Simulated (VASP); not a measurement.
Runs of VASP 6.6.1 on BeS. The structure is that of space group Fm-3m (No. 225), or close to it. The cells are those of the table. 

```tsv
cell	gap on the mesh (eV)	pressure (GPa)
a = 3.277 Å, angles 60.0°, 2 atoms	(b)	-0.2
a = 3.383 Å, angles 60.0°, 2 atoms	(a)	-8.7
a = 3.331 Å, angles 60.0°, 2 atoms	0.95	-5.0
a = 3.164 Å, angles 60.0°, 2 atoms	1.03	13.6
a = 3.222 Å, angles 60.0°, 2 atoms	1.01	(c)
```

Alike in all rows: task single point; level PBE; potentials or basis VASP PAW PBE potentials, release 64 (Be, S); no spin polarisation; k mesh 6 × 6 × 6; cutoff (eV) 600; smearing gaussian 0.01 eV.

Question: Estimate the missing entries.

Answer: (a) 0.92; (b) 0.98; (c) 5.8.

A k mesh can miss the band edges.
